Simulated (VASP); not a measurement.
# Pb8O in VASP: single point with PBE

Aim: the single point of Pb8O with PBE.

Program: VASP 6.6.1. These are calculated values, not measurements. Logs are shortened: lines on timing, memory, paths and dates and some standing lists are left out, and cuts for length are marked.

### Step 1. The cell of the first run

The cell holds a slab with vacuum, 9 atoms: a = 7.130 Å, b = 7.130 Å, c = 18.123 Å, α = 90.00°, β = 90.00°, γ = 120.00°.

### Step 2. Single point, PBE

File INCAR:

```
ALGO     = Fast           # electronic algorithm
DIPOL    = 0.5 0.5 0.309
EDIFF    = 1E-6           # SCF threshold, eV
ENCUT    = 520            # plane-wave cutoff, eV
GGA      = PE             # functional
IDIPOL   = 3            
ISIF     = 2              # what is computed and relaxed
ISMEAR   = 0              # smearing method
LASPH    = True           # aspherical terms in the spheres
LCHARG   = False          # write CHGCAR
LDIPOL   = True         
LREAL    = False          # projectors in reciprocal space
LWAVE    = False          # write WAVECAR
NBANDS   = 69             # bands
NELM     = 80             # most SCF steps
PREC     = Accurate       # precision mode
SIGMA    = 0.1            # smearing width, eV
```

File KPOINTS:

```
k-points
0
Gamma
  6 6 1
```

File POSCAR:

```
Pb8O
1.0
    7.1295023335      0.0000000000      0.0000000000
   -3.5647511668      6.1743301372      0.0000000000
    0.0000000000      0.0000000000     18.1234889141
Pb O
8 1
Direct
    0.3333333333      0.1666666667      0.2207080557
    0.3333333333      0.6666666667      0.2207080557
    0.8333333333      0.1666666667      0.2207080557
    0.8333333333      0.6666666667      0.2207080557
    0.1666666667      0.3333333333      0.3654643400
    0.1666666667      0.8333333333      0.3654643400
    0.6666666667      0.3333333333      0.3654643400
    0.6666666667      0.8333333333      0.3654643400
    0.2500000000      0.6666666667      0.4383430829
```

Potentials or basis: VASP PAW PBE potentials, release 64 (Pb_d, O).

Launch:

```sh
> cat potpaw_PBE.64/Pb_d/POTCAR potpaw_PBE.64/O/POTCAR > POTCAR
> mpirun -np 1 vasp_std > vasp.out
```

OUTCAR:

```text
EDIFF = 1E-6
   ENCUT = 520
   GGA = PE
   ISIF = 2
   ISMEAR = 0
   LASPH = True
   LREAL = False
   NELM = 80
   PREC = Accurate

 ion  position               nearest neighbor table
   1  0.333  0.167  0.221-   5 3.33   7 3.33   6 3.33   3 3.56   3 3.56   4 3.56   4 3.56   2 3.56
                             2 3.56
   2  0.333  0.667  0.221-   6 3.33   8 3.33   5 3.33   4 3.56   4 3.56   3 3.56   3 3.56   1 3.56
                             1 3.56
   3  0.833  0.167  0.221-   7 3.33   5 3.33   8 3.33   1 3.56   1 3.56   2 3.56   2 3.56   4 3.56
                             4 3.56
   4  0.833  0.667  0.221-   8 3.33   6 3.33   7 3.33   2 3.56   2 3.56   1 3.56   1 3.56   3 3.56
                             3 3.56
   5  0.167  0.333  0.365-   9 2.52   1 3.33   3 3.33   2 3.33   7 3.56   7 3.56   8 3.56   8 3.56
                             6 3.56   6 3.56
   6  0.167  0.833  0.365-   9 2.05   2 3.33   4 3.33   1 3.33   8 3.56   8 3.56   7 3.56   7 3.56
                             5 3.56   5 3.56
   7  0.667  0.333  0.365-   3 3.33   1 3.33   4 3.33   5 3.56   5 3.56   6 3.56   6 3.56   8 3.56
                             8 3.56
   8  0.667  0.833  0.365-   9 2.91   4 3.33   2 3.33   3 3.33   6 3.56   6 3.56   5 3.56   5 3.56
                             7 3.56   7 3.56
   9  0.250  0.667  0.438-   6 2.05   5 2.52   8 2.91

  LATTYP: Found a hexagonal cell.
 ALAT       =     7.1295023335
 C/A-ratio  =     2.5420412346

  Lattice vectors:

 A1 = (   7.1295023335,   0.0000000000,   0.0000000000)
 A2 = (  -3.5647511668,   6.1743301372,   0.0000000000)
 A3 = (   0.0000000000,   0.0000000000,  18.1234889141)

Analysis of symmetry for initial positions (statically):
=====================================================================
 Subroutine PRICEL returns:
 Original cell was already a primitive cell.

 Routine SETGRP: Setting up the symmetry group for a
 hexagonal supercell.

 Subroutine GETGRP returns: Found  1 space group operations
 (whereof  1 operations were pure point group operations)
 out of a pool of 24 trial point group operations.

The static configuration has the point symmetry C_1 .

Analysis of symmetry for dynamics (positions and initial velocities):
=====================================================================
 Subroutine PRICEL returns:
 Original cell was already a primitive cell.

 Routine SETGRP: Setting up the symmetry group for a
 hexagonal supercell.

 Subroutine GETGRP returns: Found  1 space group operations
 (whereof  1 operations were pure point group operations)
 out of a pool of 24 trial point group operations.

The dynamic configuration has the point symmetry C_1 .

 Subroutine INISYM returns: Found  1 space group operations
 (whereof  1 operations are pure point group operations),
 and found     1 'primitive' translations

----------------------------------------------------------------------------------------

                                     Primitive cell

  volume of cell :     797.7942

  direct lattice vectors                    reciprocal lattice vectors
     7.129502333  0.000000000  0.000000000     0.140262245  0.080980445  0.000000000
    -3.564751167  6.174330137  0.000000000     0.000000000  0.161960889  0.000000000
     0.000000000  0.000000000 18.123488914     0.000000000  0.000000000  0.055177014

  length of vectors
     7.129502333  7.129502334 18.123488914     0.161960889  0.161960889  0.055177014

  position of ions in fractional coordinates (direct lattice)
     0.333333333  0.166666667  0.220708056
     0.333333333  0.666666667  0.220708056
     0.833333333  0.166666667  0.220708056
     0.833333333  0.666666667  0.220708056
     0.166666667  0.333333333  0.365464340
     0.166666667  0.833333333  0.365464340
     0.666666667  0.333333333  0.365464340
     0.666666667  0.833333333  0.365464340
     0.250000000  0.666666667  0.438343083

  ion indices of the primitive-cell ions
   primitive index   ion index
                 1           1
                 2           2
                 3           3
                 4           4
                 5           5
                 6           6
                 7           7
                 8           8
                 9           9

----------------------------------------------------------------------------------------

 KPOINTS: k-points

Automatic generation of k-mesh.
 Grid dimensions read from file:
 generate k-points for:    6    6    1

 Generating k-lattice:

  Cartesian coordinates                     Fractional coordinates (reciprocal lattice)
     0.023377041  0.013496741  0.000000000     0.166666667  0.000000000  0.000000000
     0.000000000  0.026993482  0.000000000     0.000000000  0.166666667  0.000000000
     0.000000000  0.000000000  0.055177014     0.000000000  0.000000000  1.000000000

  Length of vectors
     0.026993482  0.026993482  0.055177014

  Shift w.r.t. Gamma in fractional coordinates (k-lattice)
     0.000000000  0.000000000  0.000000000

 Subroutine IBZKPT returns following result:
 ===========================================

 Found     20 irreducible k-points:

 Following reciprocal coordinates:
            Coordinates               Weight
  0.000000  0.000000  0.000000      1.000000
  0.166667  0.000000  0.000000      2.000000
  0.000000  0.166667  0.000000      2.000000
 -0.166667  0.166667  0.000000      2.000000
  0.333333 -0.000000  0.000000      2.000000
  0.000000  0.333333  0.000000      2.000000
[... 12 lines left out ...]
  0.500000 -0.166667  0.000000      2.000000
  0.333333  0.333333  0.000000      2.000000
   k-points           NKPTS =     20   k-points in BZ     NKDIM =     20   number of bands    NBANDS=     69
   number of dos      NEDOS =    301   number of ions     NIONS =      9
   total plane-waves  NPLWV = 408240
   dimension x,y,z NGX =    54 NGY =   54 NGZ =  140
   dimension x,y,z NGXF=   108 NGYF=  108 NGZF=  280
   ions per type =               8   1
   NGX,Y,Z   is equivalent  to a cutoff of  12.59, 12.59, 12.84 a.u.
   NGXF,Y,Z  is equivalent  to a cutoff of  25.18, 25.18, 25.68 a.u.
 SYSTEM =  unknown system
   PREC   = accura    normal or accurate (medium, high low for compatibility)
   ISTART =      0    job   : 0-new  1-cont  2-samecut
   ICHARG =      2    charge: 1-file 2-atom 10-const
   ISPIN  =      1    spin polarized calculation?
   LNONCOLLINEAR =      F non collinear calculations
   LSORBIT =      F    spin-orbit coupling
   LASPH  =      T    aspherical Exc in radial PAW
   ENCUT  =  520.0 eV  38.22 Ry    6.18 a.u.  13.26 13.26 33.70*2*pi/ulx,y,z
   NELM   =     80;   NELMIN=  2; NELMDL= -5     # of ELM steps
   EDIFF  = 0.1E-05   stopping-criterion for ELM
   LREAL  =      F    real-space projection
[... 7 lines left out ...]
   TEBEG  =    0.0;   TEEND  =   0.0 temperature during run
   PSTRESS=    0.0 pullay stress
   NELECT =     118.0000    total number of electrons
   NUPDOWN=      -1.0000    fix difference up-down
   EMIN   =  10.00;   EMAX   =-10.00  energy-range for DOS
   EFERMI =   0.00;   METHOD = LEGACY
   ISMEAR =     0;   SIGMA  =   0.10  broadening in eV -4-tet -1-fermi 0-gaus
   EFERMI_NEDOS =   21; number of points for ismear=-14 and -15
   IALGO  =     68    algorithm
   IMIX   =      4    mixing-type and parameters
     AMIX     =   0.40;   BMIX     =  1.00
     AMIX_MAG =   1.60;   BMIX_MAG =  1.00
  volume/ion in A,a.u.               =      88.64       598.20
  Fermi-wavevector in a.u.,A,eV,Ry     =   0.865775  1.636078 10.198477  0.749567
  Thomas-Fermi vector in A             =   1.984068
   LORBIT       =      0    0 simple, 1 ext, 2 COOP (PROOUT), +10 PAW based schemes
   GGA     = PE    functional components
   LHFCALC =     F    Hartree Fock is set to
   AEXX    =    0.0000 exact exchange contribution
   IVDW    =     0    specifies the selected vdW correction
   LEPSILON=     F    determine dielectric tensor
   LRPA    =     F    only Hartree local field effects (RPA)
 non-spin polarized calculation
 RMM-DIIS sequential band-by-band and
 Gauss-broadening in eV      SIGMA  =   0.10
  energy-cutoff  :      520.00
  volume of cell :      797.79
 maximum number of plane-waves:     21505
 NGX is ok and might be reduce to    54
   NGX = 27   NGY = 27   NGZ = 67

 number of electron     118.0000031 magnetization

 dipolmoment           0.000000      0.000000      0.218702 electrons x Angstroem

 Free energy of the ion-electron system (eV)
  ---------------------------------------------------
  ext. energy  EPLUGINS =         0.00000000
  ---------------------------------------------------
  free energy    TOTEN  =       -32.70264791 eV

  energy without entropy =      -32.66544793  energy(sigma->0) =      -32.68404792

 E-fermi :  -0.7355     XC(G=0):  -3.9657

 val. band max:       -0.7434762884   @ k =   0.0000   0.3333   0.0000
 cond. band min:      -0.7331425392   @ k =   0.1667   0.3333   0.0000
 fundamental gap:      0.0103337492
 Fermi energy:        -0.7354579634

 k-point     1 :       0.0000    0.0000    0.0000
  band No.  band energies     occupation
      1     -19.0258      2.00000
      2     -17.8734      2.00000
      3     -17.8648      2.00000
      4     -17.8535      2.00000
      5     -17.8036      2.00000
      6     -17.7911      2.00000
[... 61 lines left out ...]
     68       2.5896      0.00000
     69       2.9008      0.00000

 k-point     2 :       0.1667    0.0000    0.0000
  band No.  band energies     occupation
      1     -19.0247      2.00000
      2     -17.8605      2.00000
      3     -17.8513      2.00000
      4     -17.8482      2.00000
      5     -17.7993      2.00000
      6     -17.7875      2.00000
[... 1285 lines left out ...]
     68       2.1335      0.00000
     69       2.2705      0.00000

 k-point    20 :       0.3333    0.3333    0.0000
  band No.  band energies     occupation
      1     -19.0135      2.00000
      2     -17.8218      2.00000
      3     -17.8118      2.00000
      4     -17.8056      2.00000
      5     -17.7908      2.00000
      6     -17.7829      2.00000
[... 61 lines left out ...]
     68       2.3286      0.00000
     69       2.3608      0.00000

------------------------ aborting loop because EDIFF is reached ----------------------------------------

 vacuum level on the upper side and lower side of the slab       (xc-potential included)         0.408        -0.440

  FORCE on cell =-STRESS in cart. coord.  units (eV):
  Direction    XX          YY          ZZ          XY          YZ          ZX
  --------------------------------------------------------------------------------------
  -------------------------------------------------------------------------------------
  Total       -0.6985325     -1.4748351      3.8473810     -0.5114096     -1.1717363      0.5213631
  in kB       -1.4028341     -2.9618507      7.7265374     -1.0270428     -2.3531499      1.0470320
  external PRESSURE =       1.1206175 kB  Pullay stress =       0.0000000 kB

 VOLUME and BASIS-vectors are now :
 -----------------------------------------------------------------------------
  energy-cutoff  :      520.00
  volume of cell :      797.79
      direct lattice vectors                 reciprocal lattice vectors
     7.129502333  0.000000000  0.000000000     0.140262245  0.080980445  0.000000000
    -3.564751167  6.174330137  0.000000000     0.000000000  0.161960889  0.000000000
     0.000000000  0.000000000 18.123488914     0.000000000  0.000000000  0.055177014

 POSITION                                       TOTAL-FORCE (eV/Angst)
 -----------------------------------------------------------------------------------
      1.78238      1.02906      4.00000         0.379136      0.216255     -0.382689
     -0.00000      4.11622      4.00000         0.086158     -0.051049     -0.561437
      5.34713      1.02906      4.00000        -0.149120      0.106299     -0.249265
      3.56475      4.11622      4.00000        -0.023214     -0.300006     -0.306661
      0.00000      2.05811      6.62349        -0.151638      0.485020      0.917550
     -1.78238      5.14528      6.62349        -0.767056      0.614510     -0.059430
      3.56475      2.05811      6.62349        -0.102556      0.001209      0.099350
      1.78238      5.14528      6.62349        -0.248188     -0.128697      0.496958
     -0.59413      4.11622      7.94431         0.976478     -0.943542      0.045624
 -----------------------------------------------------------------------------------
    total drift:                               -0.000114      0.000031     -0.000357

  FREE ENERGIE OF THE ION-ELECTRON SYSTEM (eV)
  ---------------------------------------------------
  free  energy   TOTEN  =       -32.7026479125 eV

  energy  without entropy=      -32.6654479290  energy(sigma->0) =      -32.68404792

 vacuum level on the upper side and lower side of the slab         4.027         3.127
```

Run time: 58 min. Hardware: 1 thread of Oxide Virtual Turin-like, shared host; peak memory 1.2 GiB.

Results:

* Free energy: -32.7026 eV
* Largest force: 1.359 eV/Å
* Band gap on the k mesh: zero (bands 59 and 60 overlap by 0.17 eV)

Forces on the atoms (eV/Å):
```
Pb   0.379  0.216 -0.383
Pb   0.086 -0.051 -0.561
Pb  -0.149  0.106 -0.249
Pb  -0.023 -0.300 -0.307
Pb  -0.152  0.485  0.918
Pb  -0.767  0.615 -0.059
Pb  -0.103  0.001  0.099
Pb  -0.248 -0.129  0.497
O    0.976 -0.944  0.046
```

Levels at points of the mesh, in eV from the Fermi level:
| k point | band 56 | band 57 | band 58 | band 59 | band 60 | band 61 | band 62 | band 63 |
| --- | --- | --- | --- | --- | --- | --- | --- | --- |
| (0.00, 0.00, 0.00) | -2.10 | -1.27 | -0.99 | -0.41 | 1.29 | 1.59 | 1.75 | 2.11 |
| (0.50, 0.00, 0.00) | -1.13 | -1.06 | -0.14 | -0.11 | 0.03 | 0.22 | 0.69 | 1.48 |
| (0.00, 0.50, 0.00) | -1.10 | -1.04 | -0.36 | -0.12 | -0.01 | 0.12 | 0.78 | 1.59 |
| (0.50, 0.50, 0.00) | -1.33 | -1.00 | -0.51 | -0.07 | 0.12 | 0.16 | 0.42 | 1.60 |

Caveat: spin-orbit coupling is left out, which moves the levels of the heavy elements.
